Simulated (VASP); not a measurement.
# Ir in VASP: notebook

Runs on Ir. Level: PBE. Tasks: single point.

Program: VASP 6.6.1. These are calculated values, not measurements. Logs are shortened: lines on timing, memory, paths and dates and some standing lists are left out, and cuts for length are marked.

## (1) The cell of the first run

The cell holds a wire with vacuum, 4 atoms: a = 11.700 Å, b = 13.200 Å, c = 2.583 Å, α = 90.00°, β = 90.00°, γ = 90.00°.

## (2) Single point, PBE

Input file INCAR:

```
  PREC = Accurate
  ENCUT = 520
  EDIFF = 1E-7
  ISMEAR = 0
  SIGMA = 0.05
  LREAL = False
  LASPH = True
  NELM = 80
  ALGO = Normal
  ISIF = 2
  LWAVE = False
  LCHARG = True
  GGA = PE
  LELF = True
  LVHAR = True
  NBANDS = 26
```

Input file KPOINTS:

```
Automatic mesh
0
Gamma
  1 1 20
```

Input file POSCAR:

```
Ir
1.0
   11.7000000000      0.0000000000      0.0000000000
    0.0000000000     13.2000000000      0.0000000000
    0.0000000000      0.0000000000      2.5830948629
Ir
4
Direct
    0.6062292376      0.5000000000      0.0000000000
    0.5000000000      0.6431549671      0.5000000000
    0.5000000000      0.3568450329      0.5000000000
    0.3937707624      0.5000000000      0.0000000000
```

Potentials or basis: VASP PAW PBE potentials, release 64 (Ir).

Run with:

```sh
$ cat potpaw_PBE.64/Ir/POTCAR > POTCAR
$ mpirun -np 1 vasp_std > vasp.out
```

OUTCAR:

```text
PREC = Accurate
   ENCUT = 520
   EDIFF = 1E-7
   ISMEAR = 0
   LREAL = False
   LASPH = True
   NELM = 80
   ISIF = 2
   GGA = PE

 ion  position               nearest neighbor table
   1  0.606  0.500  0.000-   4 2.49   3 2.60   2 2.60   2 2.60   3 2.60
   2  0.500  0.643  0.500-   1 2.60   4 2.60   1 2.60   4 2.60
   3  0.500  0.357  0.500-   1 2.60   4 2.60   1 2.60   4 2.60
   4  0.394  0.500  0.000-   1 2.49   2 2.60   3 2.60   2 2.60   3 2.60

  LATTYP: Found a simple orthorhombic cell.
 ALAT       =     2.5830948629
 B/A-ratio  =     4.5294503768
 C/A-ratio  =     5.1101491430

  Lattice vectors:

 A1 = (   0.0000000000,   0.0000000000,   2.5830948629)
 A2 = (  11.7000000000,   0.0000000000,   0.0000000000)
 A3 = (   0.0000000000,  13.2000000000,   0.0000000000)

Analysis of symmetry for initial positions (statically):
=====================================================================
 Subroutine PRICEL returns:
 Original cell was already a primitive cell.

 Routine SETGRP: Setting up the symmetry group for a
 simple orthorhombic supercell.

 Subroutine GETGRP returns: Found  8 space group operations
 (whereof  8 operations were pure point group operations)
 out of a pool of  8 trial point group operations.

The static configuration has the point symmetry D_2h.

Analysis of symmetry for dynamics (positions and initial velocities):
=====================================================================
 Subroutine PRICEL returns:
 Original cell was already a primitive cell.

 Routine SETGRP: Setting up the symmetry group for a
 simple orthorhombic supercell.

 Subroutine GETGRP returns: Found  8 space group operations
 (whereof  8 operations were pure point group operations)
 out of a pool of  8 trial point group operations.

The dynamic configuration has the point symmetry D_2h.

 Subroutine INISYM returns: Found  8 space group operations
 (whereof  8 operations are pure point group operations),
 and found     1 'primitive' translations

----------------------------------------------------------------------------------------

                                     Primitive cell

  volume of cell :     398.9332

  direct lattice vectors                    reciprocal lattice vectors
    11.700000000  0.000000000  0.000000000     0.085470085  0.000000000  0.000000000
     0.000000000 13.200000000  0.000000000     0.000000000  0.075757576  0.000000000
     0.000000000  0.000000000  2.583094863     0.000000000  0.000000000  0.387132511

  length of vectors
    11.700000000 13.200000000  2.583094863     0.085470085  0.075757576  0.387132511

  position of ions in fractional coordinates (direct lattice)
     0.606229238  0.500000000  0.000000000
     0.500000000  0.643154967  0.500000000
     0.500000000  0.356845033  0.500000000
     0.393770762  0.500000000  0.000000000

  ion indices of the primitive-cell ions
   primitive index   ion index
                 1           1
                 2           2
                 3           3
                 4           4

----------------------------------------------------------------------------------------

 KPOINTS: Automatic mesh

Automatic generation of k-mesh.
 Grid dimensions read from file:
 generate k-points for:    1    1   20

 Generating k-lattice:

  Cartesian coordinates                     Fractional coordinates (reciprocal lattice)
     0.085470085  0.000000000  0.000000000     1.000000000  0.000000000  0.000000000
     0.000000000  0.075757576  0.000000000     0.000000000  1.000000000  0.000000000
     0.000000000  0.000000000  0.019356626     0.000000000  0.000000000  0.050000000

  Length of vectors
     0.085470085  0.075757576  0.019356626

  Shift w.r.t. Gamma in fractional coordinates (k-lattice)
     0.000000000  0.000000000  0.000000000

 Subroutine IBZKPT returns following result:
 ===========================================

 Found     11 irreducible k-points:

 Following reciprocal coordinates:
            Coordinates               Weight
  0.000000  0.000000  0.000000      1.000000
  0.000000  0.000000  0.050000      2.000000
  0.000000  0.000000  0.100000      2.000000
  0.000000  0.000000  0.150000      2.000000
  0.000000  0.000000  0.200000      2.000000
  0.000000  0.000000  0.250000      2.000000
  0.000000  0.000000  0.300000      2.000000
  0.000000  0.000000  0.350000      2.000000
  0.000000  0.000000  0.400000      2.000000
  0.000000  0.000000  0.450000      2.000000
  0.000000  0.000000  0.500000      1.000000
   k-points           NKPTS =     11   k-points in BZ     NKDIM =     11   number of bands    NBANDS=     26
   number of dos      NEDOS =    301   number of ions     NIONS =      4
   total plane-waves  NPLWV = 176400
   dimension x,y,z NGX =    90 NGY =   98 NGZ =   20
   dimension x,y,z NGXF=   180 NGYF=  196 NGZF=   40
   ions per type =               4
   NGX,Y,Z   is equivalent  to a cutoff of  12.79, 12.34, 12.87 a.u.
   NGXF,Y,Z  is equivalent  to a cutoff of  25.58, 24.69, 25.74 a.u.
 SYSTEM =  unknown system
   PREC   = accura    normal or accurate (medium, high low for compatibility)
   ISTART =      0    job   : 0-new  1-cont  2-samecut
   ICHARG =      2    charge: 1-file 2-atom 10-const
   ISPIN  =      1    spin polarized calculation?
   LNONCOLLINEAR =      F non collinear calculations
   LSORBIT =      F    spin-orbit coupling
   LASPH  =      T    aspherical Exc in radial PAW
   ENCUT  =  520.0 eV  38.22 Ry    6.18 a.u.  21.75 24.54  4.80*2*pi/ulx,y,z
   NELM   =     80;   NELMIN=  2; NELMDL= -5     # of ELM steps
   EDIFF  = 0.1E-06   stopping-criterion for ELM
   LREAL  =      F    real-space projection
   EDIFFG = 0.1E-05   stopping-criterion for IOM
   NSW    =      0    number of steps for IOM
   IBRION =     -1    ionic relax: 0-MD 1-quasi-New 2-CG
   NFREE  =      0    steps in history (QN), initial steepest desc. (CG)
   ISIF   =      2    stress and relaxation
   ISYM   =      2    0-nonsym 1-usesym 2-fastsym
   POTIM  = 0.5000    time-step for ionic-motion
   TEBEG  =    0.0;   TEEND  =   0.0 temperature during run
   PSTRESS=    0.0 pullay stress
   NELECT =      36.0000    total number of electrons
   NUPDOWN=      -1.0000    fix difference up-down
   EMIN   =  10.00;   EMAX   =-10.00  energy-range for DOS
   EFERMI =   0.00;   METHOD = LEGACY
   ISMEAR =     0;   SIGMA  =   0.05  broadening in eV -4-tet -1-fermi 0-gaus
   EFERMI_NEDOS =   21; number of points for ismear=-14 and -15
   IALGO  =     38    algorithm
   IMIX   =      4    mixing-type and parameters
     AMIX     =   0.40;   BMIX     =  1.00
     AMIX_MAG =   1.60;   BMIX_MAG =  1.00
  volume/ion in A,a.u.               =      99.73       673.03
  Fermi-wavevector in a.u.,A,eV,Ry     =   0.734304  1.387632  7.336284  0.539202
  Thomas-Fermi vector in A             =   1.827224
   LORBIT       =      0    0 simple, 1 ext, 2 COOP (PROOUT), +10 PAW based schemes
   GGA     = PE    functional components
   LHFCALC =     F    Hartree Fock is set to
   AEXX    =    0.0000 exact exchange contribution
   IVDW    =     0    specifies the selected vdW correction
   LEPSILON=     F    determine dielectric tensor
   LRPA    =     F    only Hartree local field effects (RPA)
 non-spin polarized calculation
 Gauss-broadening in eV      SIGMA  =   0.05
  energy-cutoff  :      520.00
  volume of cell :      398.93
 maximum number of plane-waves:     10792
 NGX is ok and might be reduce to    90
   NGX = 43   NGY = 49   NGZ =  9

 number of electron      35.9999996 magnetization

 Free energy of the ion-electron system (eV)
  ---------------------------------------------------
  ext. energy  EPLUGINS =         0.00000000
  ---------------------------------------------------
  free energy    TOTEN  =       -27.80173684 eV

  energy without entropy =      -27.79694648  energy(sigma->0) =      -27.79934166

 E-fermi :  -2.9621     XC(G=0):  -3.3285

 val. band max:       -2.9753510467   @ k =   0.0000   0.0000   0.2000
 cond. band min:      -2.8395299322   @ k =   0.0000   0.0000   0.3500
 fundamental gap:      0.1358211144
 Fermi energy:        -2.9621293181

 k-point     1 :       0.0000    0.0000    0.0000
  band No.  band energies     occupation
      1     -11.4999      2.00000
      2     -10.1220      2.00000
      3      -9.8544      2.00000
      4      -9.6054      2.00000
      5      -8.4236      2.00000
      6      -7.1791      2.00000
[... 18 lines left out ...]
     25      -1.2091      0.00000
     26      -0.6404      0.00000

 k-point     2 :       0.0000    0.0000    0.0500
  band No.  band energies     occupation
      1     -11.4181      2.00000
      2     -10.0323      2.00000
      3      -9.7496      2.00000
      4      -9.4942      2.00000
      5      -8.3880      2.00000
      6      -7.1396      2.00000
[... 18 lines left out ...]
     25      -0.7020      0.00000
     26      -0.4612      0.00000

 k-point     3 :       0.0000    0.0000    0.1000
  band No.  band energies     occupation
      1     -11.1866      2.00000
      2      -9.7819      2.00000
      3      -9.4490      2.00000
      4      -9.1717      2.00000
      5      -8.2783      2.00000
      6      -7.0125      2.00000
[... 18 lines left out ...]
     25      -0.0145      0.00000
     26       0.0013      0.00000

 k-point     4 :       0.0000    0.0000    0.1500
  band No.  band energies     occupation
      1     -10.8493      2.00000
      2      -9.4335      2.00000
      3      -9.0060      2.00000
      4      -8.6783      2.00000
      5      -8.0854      2.00000
      6      -6.7820      2.00000
[... 18 lines left out ...]
     25       0.5482      0.00000
     26       0.7143      0.00000
[... 119 lines left out ...]
      1      -9.8390      2.00000
      2      -9.0745      2.00000
      3      -8.9731      2.00000
      4      -8.4969      2.00000
      5      -8.2425      2.00000
      6      -8.0346      2.00000
[... 18 lines left out ...]
     25       3.8986      0.00000
     26       4.4001      0.00000

 k-point    10 :       0.0000    0.0000    0.4500
  band No.  band energies     occupation
      1      -9.8568      2.00000
      2      -9.1983      2.00000
      3      -9.0458      2.00000
      4      -8.6411      2.00000
      5      -8.3928      2.00000
      6      -8.1442      2.00000
[... 18 lines left out ...]
     25       3.7649      0.00000
     26       4.3827      0.00000

 k-point    11 :       0.0000    0.0000    0.5000
  band No.  band energies     occupation
      1      -9.8679      2.00000
      2      -9.2391      2.00000
      3      -9.0731      2.00000
      4      -8.6897      2.00000
      5      -8.4437      2.00000
      6      -8.1830      2.00000
[... 18 lines left out ...]
     25       4.0026      0.00000
     26       4.0219      0.00000

------------------------ aborting loop because EDIFF is reached ----------------------------------------

  FORCE on cell =-STRESS in cart. coord.  units (eV):
  Direction    XX          YY          ZZ          XY          YZ          ZX
  --------------------------------------------------------------------------------------
  -------------------------------------------------------------------------------------
  Total        0.2315978      0.2873689      0.3508260      0.0000000      0.0000000      0.0000000
  in kB        0.9301327      1.1541180      1.4089716      0.0000000      0.0000000      0.0000000
  external PRESSURE =       1.1644074 kB  Pullay stress =       0.0000000 kB

 VOLUME and BASIS-vectors are now :
 -----------------------------------------------------------------------------
  energy-cutoff  :      520.00
  volume of cell :      398.93
      direct lattice vectors                 reciprocal lattice vectors
    11.700000000  0.000000000  0.000000000     0.085470085  0.000000000  0.000000000
     0.000000000 13.200000000  0.000000000     0.000000000  0.075757576  0.000000000
     0.000000000  0.000000000  2.583094863     0.000000000  0.000000000  0.387132511

 POSITION                                       TOTAL-FORCE (eV/Angst)
 -----------------------------------------------------------------------------------
      7.09288      6.60000      0.00000         0.097600     -0.000000      0.000000
      5.85000      8.48965      1.29155        -0.000000      0.083103      0.000000
      5.85000      4.71035      1.29155        -0.000000     -0.083103      0.000000
      4.60712      6.60000      0.00000        -0.097600      0.000000     -0.000000
 -----------------------------------------------------------------------------------
    total drift:                                0.000000     -0.000000     -0.000000

  FREE ENERGIE OF THE ION-ELECTRON SYSTEM (eV)
  ---------------------------------------------------
  free  energy   TOTEN  =       -27.8017368383 eV

  energy  without entropy=      -27.7969464780  energy(sigma->0) =      -27.79934166
```

Wall time 98 s (1 thread of Intel Xeon 6975P-C (Granite Rapids), shared host); peak memory 0.44 GiB.

Results:

```yaml
Free_energy: -27.8017 eV
Largest_force: 0.098 eV/Å
Band_gap_on_the_k_mesh: zero (band 18 reaches -2.60 eV, above the bottom of band 19 at -3.36 eV)
```

Forces in eV/Å, atoms in the order of the input:
```
Ir   0.098  0.000  0.000
Ir   0.000  0.083  0.000
Ir   0.000 -0.083  0.000
Ir  -0.098  0.000  0.000
```

Caveat: spin-orbit coupling is left out, which moves the levels of the heavy elements.

## (3) Single point, PBE

This run uses another cell than the first one, of 105.67 Å³/atom, 1.060 times its volume.

Input file INCAR:

```
SYSTEM = Ir
PREC     = Accurate       ! precision mode
ENCUT    = 520            ! plane-wave cutoff, eV
EDIFF    = 1E-7           ! SCF threshold, eV
ISMEAR   = 0              ! smearing method
SIGMA    = 0.05           ! smearing width, eV
LREAL    = .FALSE.        ! projectors in reciprocal space
LASPH    = .TRUE.         ! aspherical terms in the spheres
NELM     = 80             ! most SCF steps
ALGO     = Normal         ! electronic algorithm
ISIF     = 2              ! what is computed and relaxed
LWAVE    = .FALSE.        ! write WAVECAR
LCHARG   = .FALSE.        ! write CHGCAR
GGA      = PE             ! functional
NBANDS   = 26             ! bands
```

Input file KPOINTS:

```
regular mesh
0
G
  1 1 20
  0 0 0
```

Input file POSCAR:

```
Ir
1.0
   11.7000000000      0.0000000000      0.0000000000
    0.0000000000     13.2000000000      0.0000000000
    0.0000000000      0.0000000000      2.7369706247
Ir
4
Direct
    0.6169645566      0.5000000000      0.0000000000
    0.5000000000      0.6466159461      0.5000000000
    0.5000000000      0.3533840539      0.5000000000
    0.3830354434      0.5000000000      0.0000000000
```

Potentials or basis: VASP PAW PBE potentials, release 64 (Ir).

Run with:

```sh
$ cat potpaw_PBE.64/Ir/POTCAR > POTCAR
$ mpirun -np 1 vasp_std > vasp.out
```

It took 1.7 min on 1 thread of Intel Xeon 6975P-C (Granite Rapids), shared host; peak memory 0.45 GiB.

Results (log left out):

| Item | Value |
| --- | --- |
| Free energy | -26.7154 eV |
| Largest force | 3.044 eV/Å |
| Band gap on the k mesh | zero (band 18 reaches -2.93 eV, above the bottom of band 19 at -3.50 eV) |

Forces on the atoms (eV/Å):
```
Ir  -3.044  0.000  0.000
Ir   0.000 -2.370  0.000
Ir   0.000  2.370  0.000
Ir   3.044  0.000  0.000
```

Levels at points of the mesh, in eV from the Fermi level:
| k point | band 16 | band 17 | band 18 | band 19 | band 20 | band 21 |
| --- | --- | --- | --- | --- | --- | --- |
| (0.00, 0.00, 0.00) | -0.64 | -0.54 | -0.54 | -0.36 | 0.42 | 0.64 |
| (0.00, 0.00, 0.50) | -0.43 | 0.05 | 0.15 | 0.64 | 0.71 | 3.08 |

Caveat: spin-orbit coupling is left out, which moves the levels of the heavy elements.
